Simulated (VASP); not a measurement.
Runs of VASP 6.6.1 on SiC. The structure is that of space group F-43m (No. 216), or close to it. The cells are those of the table. 

| cell | k mesh | smearing | gap on the mesh (eV) | pressure (GPa) |
| --- | --- | --- | --- | --- |
| a = 3.114 Å, angles 60.0°, 2 atoms | 6 × 6 × 6 | gaussian 0.05 eV | 2.25 | (a) |
| a = 3.075 Å, angles 60.0°, 2 atoms | 8 × 8 × 8 | gaussian 0.02 eV | 2.23 | -0.3 |
| a = 3.037 Å, angles 60.0°, 2 atoms | 8 × 8 × 8 | gaussian 0.05 eV | 2.20 | 8.8 |
| a = 3.075 Å, angles 60.0°, 2 atoms | 6 × 6 × 6 | gaussian 0.05 eV | 2.23 | -0.3 |

Alike in all rows: task single point; level HSE06; potentials or basis VASP PAW PBE potentials, release 64 (Si, C); no spin polarisation; cutoff (eV) 520.

Problem. Estimate the missing entries.

Solution. (a) -8.4.

Caveats: the PAW data sets were made with another functional, which shifts forces and pressure a little.

A k mesh can miss the band edges.
